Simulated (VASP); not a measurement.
Set up this calculation in VASP 6.6.1, as the native input.

* Task: single point
* Functional: PBE
* Potentials or basis: VASP PAW PBE potentials, release 64 (W_sv)
* Cutoff: 520 eV
* k mesh: 18 × 18 × 18
* Occupations: gaussian, width 0.1 eV
* Spin: no spin polarisation
* Dipole correction: no
* Further INCAR settings: ALGO = Normal; EDIFF = 1e-06; NBANDS = 13

The structure of W lies in POSCAR:

```
W
1.0
   -1.6229969461      1.6229969461      1.6229969461
    1.6229969461     -1.6229969461      1.6229969461
    1.6229969461      1.6229969461     -1.6229969461
W
1
Direct
    0.0000000000      0.0000000000      0.0000000000
```

These files were run (other wordings do the same):

INCAR

```
SYSTEM = W
  ALGO = Normal
  EDIFF = 1E-6
  ENCUT = 520
  GGA = PE
  ISIF = 2
  ISMEAR = 0
  LASPH = .True.
  LCHARG = .False.
  LREAL = .False.
  LWAVE = .False.
  NBANDS = 13
  NELM = 80
  PREC = Accurate
  SIGMA = 0.1
```

KPOINTS

```
k-points
0
Gamma
  18 18 18
  0 0 0
```

Potentials or basis: VASP PAW PBE potentials, release 64 (W_sv).

Command:

```sh
$ cat potpaw_PBE.64/W_sv/POTCAR > POTCAR
$ mpirun -np 1 vasp_std > vasp.out
```

It gave:

```yaml
Pressure: -15.3 GPa
Band_gap_on_the_k_mesh: zero (bands 7 and 8 overlap by 5.75 eV)
```

Caveat: the cell stands under tension; spin-orbit coupling is left out, which moves the levels of the heavy elements.

Run time: 37 s on 1 thread of Intel Xeon 8259CL, on a shared host, peak memory 0.17 GiB.
